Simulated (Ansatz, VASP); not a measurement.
This is a calculation of Na for VASP 6.6.1.

POSCAR

```
Na
1.0
    3.6901008715      0.0000000000      0.0000000000
   -1.8450504358      3.1957210973      0.0000000000
    0.0000000000      0.0000000000      6.0283729130
Na
2
Direct
    0.6666666667      0.3333333333      0.7500000000
    0.3333333333      0.6666666667      0.2500000000
```

INCAR.step1

```
SYSTEM = Na
ALGO = Normal
EDIFF = 1E-4
ENCUT = 520
GGA = PE
ISMEAR = -1
LASPH = .True.
LCHARG = .False.
LREAL = .False.
LWAVE = .True.
NBANDS = 14
NELM = 80
PREC = Accurate
SIGMA = 0.05
```

File INCAR.step2:

```
SYSTEM = Na
ALGO = Normal
EDIFF = 1E-7
ENCUT = 520
ISIF = 2
ISMEAR = -1
ISTART = 1
LASPH = .True.
LCHARG = .True.
LELF = .True.
LMIXTAU = .True.
LREAL = .False.
LVHAR = .True.
LWAVE = .False.
METAGGA = R2SCAN
NBANDS = 14
NELM = 80
PREC = Accurate
SIGMA = 0.05
```

File KPOINTS:

```
k-points
0
Gamma
  8 8 5
  0 0 0
```

Potentials or basis: VASP PAW PBE potentials, release 64 (Na_pv).

The run is started by

```console
$ cat potpaw_PBE.64/Na_pv/POTCAR > POTCAR
$ cp INCAR.step1 INCAR
$ mpirun -np 1 vasp_std > vasp.out
$ cp INCAR.step2 INCAR
$ mpirun -np 1 vasp_std > vasp.out
```

Task: Set up the same calculation for Ansatz 0.2.0. Potentials there: Ansatz PAW.

Result: As run (the cutoff follows the program's own potentials):

Contents of input.yaml:

```yaml
crystal:
  lattice:
    - [3.6901008715, 0.0, 0.0]
    - [-1.8450504358, 3.1957210973, 0.0]
    - [0.0, 0.0, 6.028372913]
  atoms:
    - { symbol: Na, position: [0.6666666667, 0.3333333333, 0.75] }
    - { symbol: Na, position: [0.3333333333, 0.6666666667, 0.25] }
hamiltonian:
  xc: r2scan
  pseudopotentials: { kind: paw }
kpoints:
  mp_grid: { grid: [8, 8, 5] }
scf:
  occupations: { method: fermi_dirac, width: 0.05 }
output:
  forces: true
  stress: true
  eigenvalues: true
```

Potentials or basis: Ansatz PAW.

The run is started by

```bash
$ ansatz run input.yaml --threads 2 --pin off --max-ram 5632MiB --backend cpu --events-out ev --progress --plain --runs-dir out
```

Both were run:

|  | VASP | Ansatz | Ansatz less VASP |
| --- | --- | --- | --- |
| gap on the k mesh at the Fermi level (eV) | none | none | - |
| pressure (GPa) | 0.5 | 0.5 | +0.01 |
| traceless stress, the component that is largest in VASP (GPa) | -0.23 | -0.19 | +0.041 |

VASP's potentials were made for PBE, not for r2SCAN. A gap of «none» marks a metal or a gap that the smearing closes. VASP's potentials hold 14 valence electrons a cell and Ansatz's 18, so a difference there can come from the potentials and not from the codes.
